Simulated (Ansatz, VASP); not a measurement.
**One calculation of W, two programs**

INCAR

```
ALGO     = Normal         # electronic algorithm
EDIFF    = 1E-6           # SCF threshold, eV
ENCUT    = 520            # plane-wave cutoff, eV
GGA      = PE             # functional
ISIF     = 2              # what is computed and relaxed
ISMEAR   = 0              # smearing method
LASPH    = True           # aspherical terms in the spheres
LCHARG   = False          # write CHGCAR
LREAL    = False          # projectors in reciprocal space
LWAVE    = False          # write WAVECAR
NBANDS   = 13             # bands
NELM     = 60             # most SCF steps
PREC     = Accurate       # precision mode
SIGMA    = 0.1            # smearing width, eV
```

Contents of KPOINTS:

```
k-points
0
Gamma
  18 18 18
```

POSCAR

```
W
1.0
   -1.6075388927      1.6075388927      1.6075388927
    1.6075388927     -1.6075388927      1.6075388927
    1.6075388927      1.6075388927     -1.6075388927
W
1
Direct
    0.0000000000      0.0000000000      0.0000000000
```

Input for Ansatz:

```yaml
crystal:
  lattice:
    - [-1.6075388929, 1.6075388929, 1.6075388929]
    - [1.6075388929, -1.6075388929, 1.6075388929]
    - [1.6075388929, 1.6075388929, -1.6075388929]
  atoms:
    - { symbol: W, position: [0.0, 0.0, 0.0] }
basis:
  ecutwfc: 420
kpoints:
  mp_grid: { grid: [18, 18, 18] }
hamiltonian:
  xc: pbe
scf:
  occupations: { method: gaussian, width: 0.1 }
output:
  forces: true
  stress: true
  eigenvalues: true
```

Alike in both runs: task single point; functional PBE; k mesh 18 × 18 × 18; occupations gaussian, width 0.1 eV; no spin polarisation.

|  | VASP | Ansatz |
| --- | --- | --- |
| version | VASP 6.6.1 | Ansatz 0.2.0 |
| potentials or method | VASP PAW PBE potentials, release 64 (W_sv), cutoff 520 eV | scalar-relativistic, plane waves, PAW |
| valence electrons in the cell | 14 | 14 |

|  | VASP | Ansatz | Ansatz less VASP |
| --- | --- | --- | --- |
| gap on the k mesh at the Fermi level (eV) | none | none | - |
| pressure (GPa) | -8.1 | -8.4 | -0.38 |

A gap of «none» marks a metal or a gap that the smearing closes. The functional is the same, so the differences come from potentials, cutoffs and numerics.

Neither program's run includes spin-orbit coupling.
